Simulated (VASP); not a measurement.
# ZnS (R3m) in VASP: further runs

The runs below take ZnS through single point, with PBEsol.

All numbers are computed with VASP 6.6.1; they aren't measurements. Logs are shortened: lines on timing, memory, paths and dates and some standing lists are left out, and cuts for length are marked.

**1. The cell of the first run**

Symmetry: R3m, No. 160, trigonal system. Conventional cell: a = 4.246 Å, b = 4.246 Å, c = 7.384 Å, α = 90.00°, β = 90.00°, γ = 120.00°. Zn (site symmetry 3m) has 1 S at 1.85 Å within 2.4 Å. S (site symmetry 3m) has 1 Zn at 1.85 Å within 2.4 Å.

**2. Single point, PBEsol**

The input, INCAR:

```
SYSTEM = ZnS
ALGO = Normal ; EDIFF = 1E-7
ENCUT = 520 ; GGA = PS
ISIF = 2 ; ISMEAR = 0
LASPH = .True. ; LCHARG = .False.
LREAL = .False. ; LWAVE = .False.
NBANDS = 16 ; NELM = 60
PREC = Accurate ; SIGMA = 0.05
```

The input, KPOINTS:

```
k-points
0
Gamma
  10 10 10
  0 0 0
```

The input, POSCAR:

```
ZnS
1.0
   -0.5804166663      2.4217385040      2.4217385040
    2.4217385040     -0.5804166663      2.4217385040
    2.4217385040      2.4217385040     -0.5804166663
Zn S
1 1
Direct
    0.0000000000      0.0000000000      0.0000000000
    0.7500000000      0.7500000000      0.7500000000
```

Potentials or basis: VASP PAW PBE potentials, release 64 (Zn, S).

On the command line:

```console
$ cat potpaw_PBE.64/Zn/POTCAR potpaw_PBE.64/S/POTCAR > POTCAR
$ mpirun -np 1 vasp_std > vasp.out
```

OUTCAR:

```text
SYSTEM = ZnS
   EDIFF = 1E-7
   ENCUT = 520
   GGA = PS
   ISIF = 2
   ISMEAR = 0
   LASPH = .True.
   LREAL = .False.
   NELM = 60
   PREC = Accurate

 ion  position               nearest neighbor table
   1  0.000  0.000  0.000-   2 1.85   2 2.53   2 2.53   2 2.53
   2  0.750  0.750  0.750-   1 1.85   1 2.53   1 2.53   1 2.53

  LATTYP: Found a trigonal (rhomboedric) cell.
 ALAT       =     3.4736894320
 COS(alpha) =     0.2530624440

  Lattice vectors:

 A1 = (  -0.5804166663,   2.4217385040,   2.4217385040)
 A2 = (   2.4217385040,  -0.5804166663,   2.4217385040)
 A3 = (   2.4217385040,   2.4217385040,  -0.5804166663)

Analysis of symmetry for initial positions (statically):
=====================================================================
 Subroutine PRICEL returns:
 Original cell was already a primitive cell.

 Routine SETGRP: Setting up the symmetry group for a
 trigonal (rhombohedral) supercell.

 Subroutine GETGRP returns: Found  6 space group operations
 (whereof  6 operations were pure point group operations)
 out of a pool of 12 trial point group operations.

The static configuration has the point symmetry C_3v.

Analysis of symmetry for dynamics (positions and initial velocities):
=====================================================================
 Subroutine PRICEL returns:
 Original cell was already a primitive cell.

 Routine SETGRP: Setting up the symmetry group for a
 trigonal (rhombohedral) supercell.

 Subroutine GETGRP returns: Found  6 space group operations
 (whereof  6 operations were pure point group operations)
 out of a pool of 12 trial point group operations.

The dynamic configuration has the point symmetry C_3v.

 Subroutine INISYM returns: Found  6 space group operations
 (whereof  6 operations are pure point group operations),
 and found     1 'primitive' translations

----------------------------------------------------------------------------------------

                                     Primitive cell

  volume of cell :      38.4227

  direct lattice vectors                    reciprocal lattice vectors
    -0.580416666  2.421738504  2.421738504    -0.143871605  0.189222437  0.189222437
     2.421738504 -0.580416666  2.421738504     0.189222437 -0.143871605  0.189222437
     2.421738504  2.421738504 -0.580416666     0.189222437  0.189222437 -0.143871605

  length of vectors
     3.473689432  3.473689432  3.473689432     0.303824456  0.303824456  0.303824456

  position of ions in fractional coordinates (direct lattice)
     0.000000000  0.000000000  0.000000000
     0.750000000  0.750000000  0.750000000

  ion indices of the primitive-cell ions
   primitive index   ion index
                 1           1
                 2           2

----------------------------------------------------------------------------------------

 KPOINTS: k-points

Automatic generation of k-mesh.
 Grid dimensions read from file:
 generate k-points for:   10   10   10

 Generating k-lattice:

  Cartesian coordinates                     Fractional coordinates (reciprocal lattice)
    -0.014387160  0.018922244  0.018922244     0.100000000  0.000000000 -0.000000000
     0.018922244 -0.014387160  0.018922244     0.000000000  0.100000000 -0.000000000
     0.018922244  0.018922244 -0.014387160    -0.000000000 -0.000000000  0.100000000

  Length of vectors
     0.030382446  0.030382446  0.030382446

  Shift w.r.t. Gamma in fractional coordinates (k-lattice)
     0.000000000  0.000000000  0.000000000

 Subroutine IBZKPT returns following result:
 ===========================================

 Found    116 irreducible k-points:

 Following reciprocal coordinates:
            Coordinates               Weight
  0.000000  0.000000  0.000000      1.000000
  0.100000 -0.000000 -0.000000      6.000000
  0.200000 -0.000000 -0.000000      6.000000
  0.300000  0.000000 -0.000000      6.000000
  0.400000  0.000000 -0.000000      6.000000
  0.500000 -0.000000 -0.000000      3.000000
[... 16 lines left out ...]
  0.300000  0.300000 -0.000000      6.000000
  0.400000  0.300000 -0.000000     12.000000
 [... further k-points ...]
   k-points           NKPTS =    116   k-points in BZ     NKDIM =    116   number of bands    NBANDS=     16
   number of dos      NEDOS =    301   number of ions     NIONS =      2
   total plane-waves  NPLWV =  21952
   dimension x,y,z NGX =    28 NGY =   28 NGZ =   28
   dimension x,y,z NGXF=    56 NGYF=   56 NGZF=   56
   ions per type =               1   1
   NGX,Y,Z   is equivalent  to a cutoff of  13.40, 13.40, 13.40 a.u.
   NGXF,Y,Z  is equivalent  to a cutoff of  26.80, 26.80, 26.80 a.u.
 SYSTEM =  ZnS
   PREC   = accura    normal or accurate (medium, high low for compatibility)
   ISTART =      0    job   : 0-new  1-cont  2-samecut
   ICHARG =      2    charge: 1-file 2-atom 10-const
   ISPIN  =      1    spin polarized calculation?
   LNONCOLLINEAR =      F non collinear calculations
   LSORBIT =      F    spin-orbit coupling
   LASPH  =      T    aspherical Exc in radial PAW
   ENCUT  =  520.0 eV  38.22 Ry    6.18 a.u.   6.46  6.46  6.46*2*pi/ulx,y,z
   NELM   =     60;   NELMIN=  2; NELMDL= -5     # of ELM steps
   EDIFF  = 0.1E-06   stopping-criterion for ELM
   LREAL  =      F    real-space projection
   EDIFFG = 0.1E-05   stopping-criterion for IOM
   NSW    =      0    number of steps for IOM
   IBRION =     -1    ionic relax: 0-MD 1-quasi-New 2-CG
   NFREE  =      0    steps in history (QN), initial steepest desc. (CG)
   ISIF   =      2    stress and relaxation
   ISYM   =      2    0-nonsym 1-usesym 2-fastsym
   POTIM  = 0.5000    time-step for ionic-motion
   TEBEG  =    0.0;   TEEND  =   0.0 temperature during run
   PSTRESS=    0.0 pullay stress
   NELECT =      18.0000    total number of electrons
   NUPDOWN=      -1.0000    fix difference up-down
   EMIN   =  10.00;   EMAX   =-10.00  energy-range for DOS
   EFERMI =   0.00;   METHOD = LEGACY
   ISMEAR =     0;   SIGMA  =   0.05  broadening in eV -4-tet -1-fermi 0-gaus
   EFERMI_NEDOS =   21; number of points for ismear=-14 and -15
   IALGO  =     38    algorithm
   IMIX   =      4    mixing-type and parameters
     AMIX     =   0.40;   BMIX     =  1.00
     AMIX_MAG =   1.60;   BMIX_MAG =  1.00
  volume/ion in A,a.u.               =      19.21       129.64
  Fermi-wavevector in a.u.,A,eV,Ry     =   1.271461  2.402713 21.995360  1.616613
  Thomas-Fermi vector in A             =   2.404393
   LORBIT       =      0    0 simple, 1 ext, 2 COOP (PROOUT), +10 PAW based schemes
   GGA     = PS    functional components
   LHFCALC =     F    Hartree Fock is set to
   AEXX    =    0.0000 exact exchange contribution
   IVDW    =     0    specifies the selected vdW correction
   LEPSILON=     F    determine dielectric tensor
   LRPA    =     F    only Hartree local field effects (RPA)
 non-spin polarized calculation
 Gauss-broadening in eV      SIGMA  =   0.05
  energy-cutoff  :      520.00
  volume of cell :       38.42
 maximum number of plane-waves:      1046
 NGX is ok and might be reduce to    28

 number of electron      18.0000020 magnetization

 Free energy of the ion-electron system (eV)
  ---------------------------------------------------
  ext. energy  EPLUGINS =         0.00000000
  ---------------------------------------------------
  free energy    TOTEN  =        -5.64921725 eV

  energy without entropy =       -5.64921725  energy(sigma->0) =       -5.64921725

 E-fermi :   2.5860     XC(G=0):  -9.9310

 val. band max:        2.2996164463   @ k =   0.1000  -0.0000  -0.0000
 cond. band min:       3.7226773992   @ k =   0.0000   0.0000   0.0000
 fundamental gap:      1.4230609529
 Fermi energy:         2.5859512516

 k-point     1 :       0.0000    0.0000    0.0000
  band No.  band energies     occupation
      1     -11.4304      2.00000
      2      -5.0187      2.00000
      3      -4.7598      2.00000
      4      -4.7598      2.00000
      5      -4.0599      2.00000
      6      -4.0599      2.00000
[... 8 lines left out ...]
     15      15.1198      0.00000
     16      15.1198      0.00000

 k-point     2 :       0.1000   -0.0000   -0.0000
  band No.  band energies     occupation
      1     -11.3674      2.00000
      2      -5.0143      2.00000
      3      -4.7569      2.00000
      4      -4.7400      2.00000
      5      -4.0618      2.00000
      6      -4.0600      2.00000
[... 8 lines left out ...]
     15      14.6487      0.00000
     16      16.0958      0.00000

 k-point     3 :       0.2000   -0.0000   -0.0000
  band No.  band energies     occupation
      1     -11.1947      2.00000
      2      -4.9952      2.00000
      3      -4.7505      2.00000
      4      -4.6860      2.00000
      5      -4.0654      2.00000
      6      -4.0564      2.00000
[... 8 lines left out ...]
     15      14.2966      0.00000
     16      16.3096      0.00000

 k-point     4 :       0.3000    0.0000   -0.0000
  band No.  band energies     occupation
      1     -10.9627      2.00000
      2      -4.9471      2.00000
      3      -4.7451      2.00000
      4      -4.6149      2.00000
      5      -4.0668      2.00000
      6      -4.0343      2.00000
[... 8 lines left out ...]
     15      14.1531      0.00000
     16      16.0211      0.00000

 k-point     5 :       0.4000    0.0000   -0.0000
  band No.  band energies     occupation
      1     -10.7568      2.00000
      2      -4.8709      2.00000
      3      -4.7427      2.00000
      4      -4.5537      2.00000
      5      -4.0653      2.00000
      6      -3.9654      2.00000
[... 8 lines left out ...]
     15      13.8256      0.00000
     16      16.0129      0.00000

 k-point     6 :       0.5000   -0.0000   -0.0000
  band No.  band energies     occupation
      1     -10.6730      2.00000
      2      -4.8262      2.00000
      3      -4.7423      2.00000
      4      -4.5293      2.00000
      5      -4.0641      2.00000
      6      -3.8866      2.00000
[... 8 lines left out ...]
     15      13.6046      0.00000
     16      15.0707      0.00000

 k-point     7 :       0.1000    0.1000    0.0000
  band No.  band energies     occupation
      1     -11.3235      2.00000
      2      -5.0217      2.00000
      3      -4.7460      2.00000
      4      -4.7219      2.00000
      5      -4.0723      2.00000
      6      -4.0622      2.00000
[... 8 lines left out ...]
     15      14.8785      0.00000
     16      16.0133      0.00000

 k-point     8 :       0.2000    0.1000    0.0000
  band No.  band energies     occupation
      1     -11.1674      2.00000
      2      -5.0149      2.00000
      3      -4.7341      2.00000
      4      -4.6655      2.00000
      5      -4.0815      2.00000
      6      -4.0628      2.00000
[... 8 lines left out ...]
     15      14.5707      0.00000
     16      16.6143      0.00000

 k-point     9 :       0.3000    0.1000   -0.0000
  band No.  band energies     occupation
      1     -10.9440      2.00000
      2      -4.9778      2.00000
      3      -4.7258      2.00000
      4      -4.5907      2.00000
      5      -4.0828      2.00000
      6      -4.0495      2.00000
[... 8 lines left out ...]
     15      14.3528      0.00000
     16      16.4987      0.00000
[... 172 lines left out ...]
 k-point    19 :       0.5000    0.2000   -0.0000
  band No.  band energies     occupation
      1     -10.5111      2.00000
      2      -4.8418      2.00000
      3      -4.6747      2.00000
      4      -4.4562      2.00000
      5      -4.0788      2.00000
      6      -3.8764      2.00000
[... 8 lines left out ...]
     15      13.7509      0.00000
     16      17.8836      0.00000

 k-point    20 :      -0.4000    0.2000   -0.0000
  band No.  band energies     occupation
      1     -10.5478      2.00000
      2      -4.8089      2.00000
      3      -4.6975      2.00000
      4      -4.4852      2.00000
      5      -4.0680      2.00000
      6      -3.8685      2.00000
[... 8 lines left out ...]
     15      14.3166      0.00000
     16      17.2335      0.00000

 k-point    21 :      -0.3000    0.2000   -0.0000
  band No.  band energies     occupation
      1     -10.7125      2.00000
      2      -4.8500      2.00000
      3      -4.7138      2.00000
      4      -4.5589      2.00000
      5      -4.0585      2.00000
      6      -3.9649      2.00000
[... 8 lines left out ...]
     15      14.0792      0.00000
     16      17.0524      0.00000

 k-point    22 :      -0.2000    0.2000    0.0000
  band No.  band energies     occupation
      1     -10.9265      2.00000
      2      -4.9149      2.00000
      3      -4.7205      2.00000
      4      -4.6398      2.00000
      5      -4.0550      2.00000
      6      -4.0191      2.00000
[... 8 lines left out ...]
     15      14.5080      0.00000
     16      16.7234      0.00000

 k-point    23 :       0.3000    0.3000   -0.0000
  band No.  band energies     occupation
      1     -10.6426      2.00000
      2      -4.9794      2.00000
      3      -4.6485      2.00000
      4      -4.4590      2.00000
      5      -4.0855      2.00000
      6      -4.0653      2.00000
[... 8 lines left out ...]
     15      14.9023      0.00000
     16      17.4454      0.00000

 k-point    24 :       0.4000    0.3000   -0.0000
  band No.  band energies     occupation
      1     -10.4598      2.00000
      2      -4.9243      2.00000
      3      -4.6266      2.00000
      4      -4.3919      2.00000
      5      -4.0780      2.00000
      6      -4.0072      2.00000
[... 8 lines left out ...]
     15      14.7884      0.00000
     16      17.3851      0.00000

 [... further k-points ...]

------------------------ aborting loop because EDIFF is reached ----------------------------------------

  FORCE on cell =-STRESS in cart. coord.  units (eV):
  Direction    XX          YY          ZZ          XY          YZ          ZX
  --------------------------------------------------------------------------------------
  -------------------------------------------------------------------------------------
  Total        4.7512810      4.7512810      4.7512810      6.6588997      6.6588997      6.6588997
  in kB      198.1223833    198.1223833    198.1223833    277.6676609    277.6676609    277.6676609
  external PRESSURE =     198.1223833 kB  Pullay stress =       0.0000000 kB

 VOLUME and BASIS-vectors are now :
 -----------------------------------------------------------------------------
  energy-cutoff  :      520.00
  volume of cell :       38.42
      direct lattice vectors                 reciprocal lattice vectors
    -0.580416666  2.421738504  2.421738504    -0.143871605  0.189222437  0.189222437
     2.421738504 -0.580416666  2.421738504     0.189222437 -0.143871605  0.189222437
     2.421738504  2.421738504 -0.580416666     0.189222437  0.189222437 -0.143871605

 POSITION                                       TOTAL-FORCE (eV/Angst)
 -----------------------------------------------------------------------------------
      0.00000      0.00000      0.00000         4.806477      4.806477      4.806477
      3.19730      3.19730      3.19730        -4.806477     -4.806477     -4.806477
 -----------------------------------------------------------------------------------
    total drift:                               -0.000150     -0.000150     -0.000150

  FREE ENERGIE OF THE ION-ELECTRON SYSTEM (eV)
  ---------------------------------------------------
  free  energy   TOTEN  =        -5.6492172497 eV

  energy  without entropy=       -5.6492172497  energy(sigma->0) =       -5.64921725
```

It took 26 s on 1 thread of Intel Xeon 6975P-C (Granite Rapids), shared host; peak memory 0.2 GiB.

What came out:

- Free energy: -5.6492 eV
- Pressure: 19.8 GPa
- Largest force: 8.325 eV/Å
- Band gap on the k mesh: 1.42 eV, indirect (least direct gap 1.47 eV)

Forces on the atoms (eV/Å):
```
Zn   4.806  4.806  4.806
S   -4.806 -4.806 -4.806
```

Stress tensor (GPa, compression positive):
```
19.81 27.77 27.77
27.77 19.81 27.77
27.77 27.77 19.81
```

Caveat: the PAW data sets were made with another functional, which shifts forces and pressure a little.

**3. Single point, PBEsol**

This run uses another cell than the first one, of the same volume but with other edges.

The input, INCAR:

```
  PREC = Accurate
  ENCUT = 520
  EDIFF = 1E-6
  ISMEAR = 0
  SIGMA = 0.05
  LREAL = F
  LASPH = T
  NELM = 60
  ALGO = Normal
  ISIF = 2
  LWAVE = F
  LCHARG = F
  GGA = PS
  NBANDS = 16
```

The input, KPOINTS:

```
Automatic mesh
0
Gamma
  10 10 10
```

The input, POSCAR:

```
ZnS
1.0
    0.6528380796      3.0412700781      3.0412700781
    3.0412700781      0.6528380796      3.0412700781
    3.0412700781      3.0412700781      0.6528380796
Zn S
1 1
Direct
    0.0000000000      0.0000000000      0.0000000000
    0.7500000000      0.7500000000      0.7500000000
```

Potentials or basis: VASP PAW PBE potentials, release 64 (Zn, S).

On the command line:

```console
$ cat potpaw_PBE.64/Zn/POTCAR potpaw_PBE.64/S/POTCAR > POTCAR
$ mpirun -np 1 vasp_std > vasp.out
```

Wall time 23 s (1 thread of Intel Xeon 6975P-C (Granite Rapids), shared host); peak memory 0.21 GiB.

It converged, with:

```
Free energy            : -6.5403 eV
Pressure               : 11.6 GPa
Largest force          : 0.669 eV/Å
Band gap on the k mesh : zero (filled and empty bands touch)
```

Forces in eV/Å, atoms in the order of the input:
```
Zn  -0.386 -0.386 -0.386
S    0.386  0.386  0.386
```

Stress tensor (GPa, compression positive):
```
 11.64 -11.05 -11.05
-11.05  11.64 -11.05
-11.05 -11.05  11.64
```

Levels at points of the mesh, in eV from the Fermi level:
| k point | band 5 | band 6 | band 7 | band 8 | band 9 | band 10 | band 11 | band 12 | band 13 | band 14 |
| --- | --- | --- | --- | --- | --- | --- | --- | --- | --- | --- |
| (0.00, 0.00, 0.00) | -7.04 | -7.04 | -2.67 | -0.31 | -0.02 | -0.02 | 5.44 | 7.34 | 7.34 | 11.60 |
| (0.50, 0.00, 0.00) | -6.90 | -6.70 | -6.24 | -2.39 | -1.56 | 1.53 | 4.97 | 7.13 | 7.41 | 8.39 |
| (0.50, 0.50, 0.00) | -6.90 | -6.81 | -5.81 | -3.54 | -1.97 | 1.53 | 4.29 | 7.19 | 10.26 | 11.34 |
| (0.50, 0.50, 0.50) | -7.03 | -7.03 | -5.99 | -0.25 | -0.25 | 4.63 | 5.74 | 7.61 | 7.61 | 11.98 |

Caveat: the PAW data sets were made with another functional, which shifts forces and pressure a little.
